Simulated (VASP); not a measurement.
SrMg:

```
Sr Mg
1.0
     4.19000    0.00000    0.00000
     0.00000    4.19000    0.00000
     0.00000    0.00000    4.19000
Sr Mg
1 1
Direct
  0.00000 0.00000 0.00000
  0.50000 0.50000 0.50000
```

```yaml
Program: VASP 6.6.1
Task: relaxation of cell and atoms
Functional: LDA
Potentials_or_basis: VASP PAW LDA potentials, release 64 (Sr_sv, Mg)
Cutoff: 600 eV
k_mesh: 5 × 5 × 5
Occupations: methfessel-paxton, width 0.05 eV
Spin: no spin polarisation
```

At the start: pressure -2.2 GPa; volume 36.78 Å³/atom.

Question: Where does the relaxation end?

Answer: Over 3 steps the energy falls by 27.7 meV/atom and the volume is 33.14 Å³/atom (-9.9 %); space group Pm-3m (No. 221, to 0.05 Å).

Step by step:
```csv
step,energy change (eV),largest force (eV/Å),pressure (GPa),volume (Å³)
1,0.0000,0.0000,-2.19,73.56
2,-0.0498,0.0000,-0.78,68.35
3,-0.0554,0.0000,-0.06,66.27
```

Final structure:
```xyz
2
Lattice="4.0468 0.0000 0.0000 0.0000 4.0468 0.0000 0.0000 0.0000 4.0468" Properties=species:S:1:pos:R:3 pbc="T T T"
Sr    0.0000    0.0000    0.0000
Mg    2.0234    2.0234    2.0234
```
